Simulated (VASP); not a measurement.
Ti3Zn, 4 atoms in the cell. Symmetry: R-3m, No. 166, trigonal system. The conventional cell has a = 5.335 Å, b = 5.335 Å, c = 7.080 Å, α = 90.00°, β = 90.00°, γ = 120.00°. Within 3.5 Å of Ti (site symmetry 2/m) lie 8 Ti at 2.67 to 2.82 Å and 4 Zn at 2.67 to 2.82 Å. Zn (site symmetry -3m) has 12 Ti at 2.67 to 2.82 Å within 3.5 Å. 

| Property | Result |
| --- | --- |
| Program | VASP 6.6.1 |
| Task | single point |
| Functional | LDA |
| Potentials or basis | VASP PAW LDA potentials, release 64 (Ti_sv, Zn) |
| Cutoff | 520 eV |
| k mesh | 12 × 12 × 12 |
| Occupations | gaussian, width 0.15 eV |
| Spin | no spin polarisation |
| Dipole correction | no |
| Further INCAR settings | ALGO = Fast; EDIFF = 1e-06; NBANDS = 32 |

Potentials or basis: VASP PAW LDA potentials, release 64 (Ti_sv, Zn).

Run with:

```bash
$ cat potpaw_LDA.64/Ti_sv/POTCAR potpaw_LDA.64/Zn/POTCAR > POTCAR
$ mpirun -np 1 vasp_std > vasp.out
```

Hardware: 1 thread of Intel(R) Xeon(R) 6975P-C (Granite Rapids), with other jobs on the host.

**Question.** How long does it take, and how much memory?

**Answer.** It took 7.7 min on 1 thread of Intel(R) Xeon(R) 6975P-C (Granite Rapids), on a shared host, peak memory 0.37 GiB. Counts: scf iterations 36, k points 189.
